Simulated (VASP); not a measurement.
Wanted: the native input for a VASP 6.6.1 run.

- Task: single point
- Functional: PBEsol
- Potentials or basis: VASP PAW PBE potentials, release 64 (Nb_sv)
- Cutoff: 500 eV
- k mesh: 11 × 11 × 11
- Occupations: fermi-dirac, width 0.05 eV
- Spin: no spin polarisation
- Dipole correction: no
- Further INCAR settings: ALGO = Normal; EDIFF = 1e-06; NBANDS = 12

The structure of Nb lies in POSCAR:

```
Nb
1.0
   -1.5865283082      1.5865283082      1.5865283082
    1.5865283082     -1.5865283082      1.5865283082
    1.5865283082      1.5865283082     -1.5865283082
Nb
1
Direct
    0.0000000000      0.0000000000      0.0000000000
```

The input as run:

INCAR

```
SYSTEM = Nb
  PREC = Accurate
  ENCUT = 500
  EDIFF = 1E-6
  ISMEAR = -1
  SIGMA = 0.05
  LREAL = .False.
  LASPH = .True.
  NELM = 120
  ALGO = Normal
  ISIF = 2
  LWAVE = .False.
  LCHARG = .False.
  GGA = PS
  NBANDS = 12
  GGA_COMPAT = .False.
```

KPOINTS

```
regular mesh
0
Gamma
  11 11 11
  0 0 0
```

Potentials or basis: VASP PAW PBE potentials, release 64 (Nb_sv).

The run is started by

```console
$ cat potpaw_PBE.64/Nb_sv/POTCAR > POTCAR
$ mpirun -np 1 vasp_std > vasp.out
```

It gave:

```
Pressure               : 19.7 GPa
Band gap on the k mesh : zero (an odd number of electrons rules out a gap without spin polarisation)
```

Caveat: the cell stands under pressure; the PAW data sets were made with another functional, which shifts forces and pressure a little.

Run time: 5.5 s on 1 thread of AMD EPYC 9R45 96-Core Processor (Zen 5) (shared host), peak memory 0.09 GiB.
